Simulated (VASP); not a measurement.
# SiC (Moissanite) (P6_3mc) in VASP: a series of runs

SiC (Moissanite) is run at these levels: PBEsol; tasks: single point.

Program: VASP 6.6.1. These are calculated values, not measurements. Logs are shortened: lines on timing, memory, paths and dates and some standing lists are left out, and cuts for length are marked.

## (1) The cell of the first run

Symmetry: P6_3mc, No. 186, hexagonal system. The conventional cell has a = 3.050 Å, b = 3.050 Å, c = 5.006 Å, α = 90.00°, β = 90.00°, γ = 120.00°. Si (site symmetry 3m) has 4 C at 1.85 to 1.93 Å within 2.5 Å. Within 2.5 Å of C (site symmetry 3m) lie 4 Si at 1.85 to 1.93 Å.

## (2) Single point, PBEsol

INCAR reads:

```
SYSTEM = SiC
PREC = Accurate
ENCUT = 520
EDIFF = 1E-6
ISMEAR = 0
SIGMA = 0.01
LREAL = .FALSE.
LASPH = .TRUE.
NELM = 80
ALGO = Normal
ISIF = 2
LWAVE = .FALSE.
LCHARG = .FALSE.
GGA = PS
NBANDS = 16
```

KPOINTS reads:

```
Automatic mesh
0
G
  12 12 4
  0 0 0
```

POSCAR reads:

```
SiC
1.0
    3.0501500384      0.0000000000      0.0000000000
   -1.5250750192      2.6415072777      0.0000000000
    0.0000000000      0.0000000000      5.0055778263
Si C
2 2
Direct
    0.3333333333      0.6666666667      0.0000000000
    0.6666666667      0.3333333333      0.5000000000
    0.3333333333      0.6666666667      0.3850000000
    0.6666666667      0.3333333333      0.8850000000
```

Potentials or basis: VASP PAW PBE potentials, release 64 (Si, C).

Launch:

```bash
cat potpaw_PBE.64/Si/POTCAR potpaw_PBE.64/C/POTCAR > POTCAR
mpirun -np 1 vasp_std > vasp.out
```

OUTCAR:

```text
SYSTEM = SiC
   PREC = Accurate
   ENCUT = 520
   EDIFF = 1E-6
   ISMEAR = 0
   LREAL = .FALSE.
   LASPH = .TRUE.
   NELM = 80
   ISIF = 2
   GGA = PS

 ion  position               nearest neighbor table
   1  0.333  0.667  0.000-   4 1.85   4 1.85   4 1.85   3 1.93   2 3.06   2 3.06   2 3.06   2 3.06
                             2 3.06   2 3.06
   2  0.667  0.333  0.500-   3 1.85   3 1.85   3 1.85   4 1.93   1 3.06   1 3.06   1 3.06   1 3.06
                             1 3.06   1 3.06
   3  0.333  0.667  0.385-   2 1.85   2 1.85   2 1.85   1 1.93
   4  0.667  0.333  0.885-   1 1.85   1 1.85   1 1.85   2 1.93

  LATTYP: Found a hexagonal cell.
 ALAT       =     3.0501500384
 C/A-ratio  =     1.6410923277

  Lattice vectors:

 A1 = (   3.0501500384,   0.0000000000,   0.0000000000)
 A2 = (  -1.5250750192,   2.6415072777,   0.0000000000)
 A3 = (   0.0000000000,   0.0000000000,   5.0055778263)

Analysis of symmetry for initial positions (statically):
=====================================================================
 Subroutine PRICEL returns:
 Original cell was already a primitive cell.

 Routine SETGRP: Setting up the symmetry group for a
 hexagonal supercell.

 Subroutine GETGRP returns: Found 12 space group operations
 (whereof  6 operations were pure point group operations)
 out of a pool of 24 trial point group operations.

The static configuration has the point symmetry C_3v.
 The point group associated with its full space group is C_6v.

Analysis of symmetry for dynamics (positions and initial velocities):
=====================================================================
 Subroutine PRICEL returns:
 Original cell was already a primitive cell.

 Routine SETGRP: Setting up the symmetry group for a
 hexagonal supercell.

 Subroutine GETGRP returns: Found 12 space group operations
 (whereof  6 operations were pure point group operations)
 out of a pool of 24 trial point group operations.

The dynamic configuration has the point symmetry C_3v.
 The point group associated with its full space group is C_6v.

 Subroutine INISYM returns: Found 12 space group operations
 (whereof  6 operations are pure point group operations),
 and found     1 'primitive' translations

----------------------------------------------------------------------------------------

                                     Primitive cell

  volume of cell :      40.3299

  direct lattice vectors                    reciprocal lattice vectors
     3.050150038  0.000000000  0.000000000     0.327852724  0.189285869  0.000000000
    -1.525075019  2.641507278  0.000000000     0.000000000  0.378571738  0.000000000
     0.000000000  0.000000000  5.005577826     0.000000000  0.000000000  0.199777136

  length of vectors
     3.050150038  3.050149916  5.005577826     0.378571722  0.378571738  0.199777136

  position of ions in fractional coordinates (direct lattice)
     0.333333333  0.666666667  0.000000000
     0.666666667  0.333333333  0.500000000
     0.333333333  0.666666667  0.385000000
     0.666666667  0.333333333  0.885000000

  ion indices of the primitive-cell ions
   primitive index   ion index
                 1           1
                 2           2
                 3           3
                 4           4

----------------------------------------------------------------------------------------

 KPOINTS: Automatic mesh

Automatic generation of k-mesh.
 Grid dimensions read from file:
 generate k-points for:   12   12    4

 Generating k-lattice:

  Cartesian coordinates                     Fractional coordinates (reciprocal lattice)
     0.027321060  0.015773822  0.000000000     0.083333333  0.000000000  0.000000000
     0.000000000  0.031547645  0.000000000     0.000000000  0.083333333  0.000000000
     0.000000000  0.000000000  0.049944284     0.000000000  0.000000000  0.250000000

  Length of vectors
     0.031547644  0.031547645  0.049944284

  Shift w.r.t. Gamma in fractional coordinates (k-lattice)
     0.000000000  0.000000000  0.000000000

 Subroutine IBZKPT returns following result:
 ===========================================

 Found     57 irreducible k-points:

 Following reciprocal coordinates:
            Coordinates               Weight
  0.000000  0.000000  0.000000      1.000000
  0.083333 -0.000000  0.000000      6.000000
  0.166667 -0.000000  0.000000      6.000000
  0.250000 -0.000000  0.000000      6.000000
  0.333333 -0.000000  0.000000      6.000000
  0.416667  0.000000  0.000000      6.000000
[... 16 lines left out ...]
  0.250000 -0.000000  0.250000     12.000000
  0.333333 -0.000000  0.250000     12.000000
 [... further k-points ...]
   k-points           NKPTS =     57   k-points in BZ     NKDIM =     57   number of bands    NBANDS=     16
   number of dos      NEDOS =    301   number of ions     NIONS =      4
   total plane-waves  NPLWV =  23040
   dimension x,y,z NGX =    24 NGY =   24 NGZ =   40
   dimension x,y,z NGXF=    48 NGYF=   48 NGZF=   80
   ions per type =               2   2
   NGX,Y,Z   is equivalent  to a cutoff of  13.08, 13.08, 13.28 a.u.
   NGXF,Y,Z  is equivalent  to a cutoff of  26.16, 26.16, 26.57 a.u.
 SYSTEM =  SiC
   PREC   = accura    normal or accurate (medium, high low for compatibility)
   ISTART =      0    job   : 0-new  1-cont  2-samecut
   ICHARG =      2    charge: 1-file 2-atom 10-const
   ISPIN  =      1    spin polarized calculation?
   LNONCOLLINEAR =      F non collinear calculations
   LSORBIT =      F    spin-orbit coupling
   LASPH  =      T    aspherical Exc in radial PAW
   ENCUT  =  520.0 eV  38.22 Ry    6.18 a.u.   5.67  5.67  9.31*2*pi/ulx,y,z
   NELM   =     80;   NELMIN=  2; NELMDL= -5     # of ELM steps
   EDIFF  = 0.1E-05   stopping-criterion for ELM
   LREAL  =      F    real-space projection
   EDIFFG = 0.1E-04   stopping-criterion for IOM
   NSW    =      0    number of steps for IOM
   IBRION =     -1    ionic relax: 0-MD 1-quasi-New 2-CG
   NFREE  =      0    steps in history (QN), initial steepest desc. (CG)
   ISIF   =      2    stress and relaxation
   ISYM   =      2    0-nonsym 1-usesym 2-fastsym
   POTIM  = 0.5000    time-step for ionic-motion
   TEBEG  =    0.0;   TEEND  =   0.0 temperature during run
   PSTRESS=    0.0 pullay stress
   NELECT =      16.0000    total number of electrons
   NUPDOWN=      -1.0000    fix difference up-down
   EMIN   =  10.00;   EMAX   =-10.00  energy-range for DOS
   EFERMI =   0.00;   METHOD = LEGACY
   ISMEAR =     0;   SIGMA  =   0.01  broadening in eV -4-tet -1-fermi 0-gaus
   EFERMI_NEDOS =   21; number of points for ismear=-14 and -15
   IALGO  =     38    algorithm
   IMIX   =      4    mixing-type and parameters
     AMIX     =   0.40;   BMIX     =  1.00
     AMIX_MAG =   1.60;   BMIX_MAG =  1.00
  volume/ion in A,a.u.               =      10.08        68.04
  Fermi-wavevector in a.u.,A,eV,Ry     =   1.202926  2.273201 19.688067  1.447032
  Thomas-Fermi vector in A             =   2.338694
   LORBIT       =      0    0 simple, 1 ext, 2 COOP (PROOUT), +10 PAW based schemes
   GGA     = PS    functional components
   LHFCALC =     F    Hartree Fock is set to
   AEXX    =    0.0000 exact exchange contribution
   IVDW    =     0    specifies the selected vdW correction
   LEPSILON=     F    determine dielectric tensor
   LRPA    =     F    only Hartree local field effects (RPA)
 non-spin polarized calculation
 Gauss-broadening in eV      SIGMA  =   0.01
  energy-cutoff  :      520.00
  volume of cell :       40.33
 maximum number of plane-waves:      1105
 NGX is ok and might be reduce to    24
   NGX = 11   NGY = 11   NGZ = 19

 number of electron      15.9999999 magnetization

 Free energy of the ion-electron system (eV)
  ---------------------------------------------------
  ext. energy  EPLUGINS =         0.00000000
  ---------------------------------------------------
  free energy    TOTEN  =       -31.76370481 eV

  energy without entropy =      -31.76370481  energy(sigma->0) =      -31.76370481

 E-fermi :   8.7129     XC(G=0): -11.6069

 val. band max:        8.6435776156   @ k =   0.0000   0.0000   0.0000
 cond. band min:      10.7574843531   @ k =   0.3333   0.3333   0.0000
 fundamental gap:      2.1139067375
 Fermi energy:         8.7129140027

 k-point     1 :       0.0000    0.0000    0.0000
  band No.  band energies     occupation
      1      -7.3008      2.00000
      2      -3.6632      2.00000
      3      -0.2654      2.00000
      4       7.0753      2.00000
      5       7.0753      2.00000
      6       8.3743      2.00000
[... 8 lines left out ...]
     15      17.4653      0.00000
     16      20.0800      0.00000

 k-point     2 :       0.0833   -0.0000    0.0000
  band No.  band energies     occupation
      1      -7.1772      2.00000
      2      -3.5568      2.00000
      3      -0.1490      2.00000
      4       6.3866      2.00000
      5       6.8593      2.00000
      6       7.9256      2.00000
[... 8 lines left out ...]
     15      17.7812      0.00000
     16      18.9485      0.00000

 k-point     3 :       0.1667   -0.0000    0.0000
  band No.  band energies     occupation
      1      -6.8094      2.00000
      2      -3.2464      2.00000
      3       0.1923      2.00000
      4       4.8739      2.00000
      5       6.3721      2.00000
      6       6.8130      2.00000
[... 8 lines left out ...]
     15      17.9821      0.00000
     16      18.4389      0.00000

 k-point     4 :       0.2500   -0.0000    0.0000
  band No.  band energies     occupation
      1      -6.2081      2.00000
      2      -2.7668      2.00000
      3       0.7168      2.00000
      4       3.2020      2.00000
      5       5.4191      2.00000
      6       5.8444      2.00000
[... 8 lines left out ...]
     15      18.5332      0.00000
     16      19.2844      0.00000
[... 324 lines left out ...]
 k-point    22 :       0.1667   -0.0000    0.2500
  band No.  band energies     occupation
      1      -6.5019      2.00000
      2      -4.2475      2.00000
      3       1.6473      2.00000
      4       5.1469      2.00000
      5       6.1126      2.00000
      6       6.5736      2.00000
[... 8 lines left out ...]
     15      18.0754      0.00000
     16      19.2472      0.00000

 k-point    23 :       0.2500   -0.0000    0.2500
  band No.  band energies     occupation
      1      -5.9054      2.00000
      2      -3.7085      2.00000
      3       1.8970      2.00000
      4       3.6928      2.00000
      5       4.7032      2.00000
      6       6.0621      2.00000
[... 8 lines left out ...]
     15      19.1905      0.00000
     16      19.6314      0.00000

 k-point    24 :       0.3333   -0.0000    0.2500
  band No.  band energies     occupation
      1      -5.1060      2.00000
      2      -3.0345      2.00000
      3       1.2312      2.00000
      4       3.1100      2.00000
      5       3.4947      2.00000
      6       5.6359      2.00000
[... 8 lines left out ...]
     15      20.2189      0.00000
     16      20.4320      0.00000

 [... further k-points ...]
[... 5 lines left out ...]
  --------------------------------------------------------------------------------------
  -------------------------------------------------------------------------------------
  Total        2.1604720      2.1604718      0.6339006      0.0000000      0.0000000      0.0000000
  in kB       85.8285921     85.8285829     25.1828292      0.0000000      0.0000000      0.0000000
  external PRESSURE =      65.6133348 kB  Pullay stress =       0.0000000 kB

 VOLUME and BASIS-vectors are now :
 -----------------------------------------------------------------------------
  energy-cutoff  :      520.00
  volume of cell :       40.33
      direct lattice vectors                 reciprocal lattice vectors
     3.050150038  0.000000000  0.000000000     0.327852724  0.189285869  0.000000000
    -1.525075019  2.641507278  0.000000000     0.000000000  0.378571738  0.000000000
     0.000000000  0.000000000  5.005577826     0.000000000  0.000000000  0.199777136

 POSITION                                       TOTAL-FORCE (eV/Angst)
 -----------------------------------------------------------------------------------
     -0.00000      1.76100      0.00000        -0.000000     -0.000000      0.790664
      1.52508      0.88050      2.50279         0.000000     -0.000000      0.790664
     -0.00000      1.76100      1.92715         0.000000      0.000000     -0.790664
      1.52508      0.88050      4.42994        -0.000000     -0.000000     -0.790664
 -----------------------------------------------------------------------------------
    total drift:                                0.000000      0.000000     -0.000201

  FREE ENERGIE OF THE ION-ELECTRON SYSTEM (eV)
  ---------------------------------------------------
  free  energy   TOTEN  =       -31.7637048149 eV

  energy  without entropy=      -31.7637048149  energy(sigma->0) =      -31.76370481
```

It took 16 s on 1 thread of AMD EPYC 9R45 (Zen 5), shared host; peak memory 0.14 GiB.

Results:

```
Free energy            : -31.7637 eV
Pressure               : 6.6 GPa
Largest force          : 0.791 eV/Å
Band gap on the k mesh : 2.11 eV, indirect (least direct gap 4.01 eV)
```

Forces in eV/Å, atoms in the order of the input:
```
Si   0.000  0.000  0.791
Si   0.000  0.000  0.791
C    0.000  0.000 -0.791
C    0.000  0.000 -0.791
```

Caveat: the PAW data sets were made with another functional, which shifts forces and pressure a little.

## (3) Single point, PBEsol

This run uses another cell than the first one, of 10.34 Å³/atom, 1.026 times its volume.

INCAR is that of step 2.

KPOINTS reads:

```
regular mesh
0
G
  12 12 4
  0 0 0
```

POSCAR reads:

```
SiC
1.0
    3.0760000000      0.0000000000      0.0000000000
   -1.5380000000      2.6638940000      0.0000000000
    0.0000000000      0.0000000000      5.0480000000
Si C
2 2
Direct
    0.3333333333      0.6666666667      0.0000000000
    0.6666666667      0.3333333333      0.5000000000
    0.3333333333      0.6666666667      0.3850000000
    0.6666666667      0.3333333333      0.8850000000
```

Potentials or basis: VASP PAW PBE potentials, release 64 (Si, C).

Launch:

```bash
cat potpaw_PBE.64/Si/POTCAR potpaw_PBE.64/C/POTCAR > POTCAR
mpirun -np 1 vasp_std > vasp.out
```

Run time: 16 s. Hardware: 1 thread of AMD EPYC 9R45 (Zen 5), shared host; peak memory 0.14 GiB.

The run converged. Its results:

```
Free energy            : -31.7868 eV
Pressure               : 0.6 GPa
Largest force          : 0.750 eV/Å
Band gap on the k mesh : 2.16 eV, indirect (least direct gap 3.96 eV)
```

Forces in eV/Å, atoms in the order of the input:
```
Si   0.000  0.000  0.750
Si   0.000  0.000  0.750
C    0.000  0.000 -0.750
C    0.000  0.000 -0.750
```

Stress tensor (GPa, compression positive):
```
 2.27  0.00  0.00
 0.00  2.27  0.00
 0.00  0.00 -2.70
```

Levels at points of the mesh, in eV from the valence-band top:
```csv
k point,band 6,band 7,band 8,band 9,band 10,band 11
"(0.00, 0.00, 0.00)",-0.27,-0.27,0.00,4.57,5.97,6.44
"(0.50, 0.00, 0.00)",-3.56,-3.31,-1.49,2.47,4.10,6.66
"(0.00, 0.00, 0.50)",-0.96,-0.96,-0.96,5.65,5.65,7.10
"(0.50, 0.00, 0.50)",-2.70,-2.35,-2.35,3.05,3.05,4.90
```

Caveat: the PAW data sets were made with another functional, which shifts forces and pressure a little. Expect the measured gap to be larger: semilocal functionals such as PBEsol lack the derivative discontinuity.
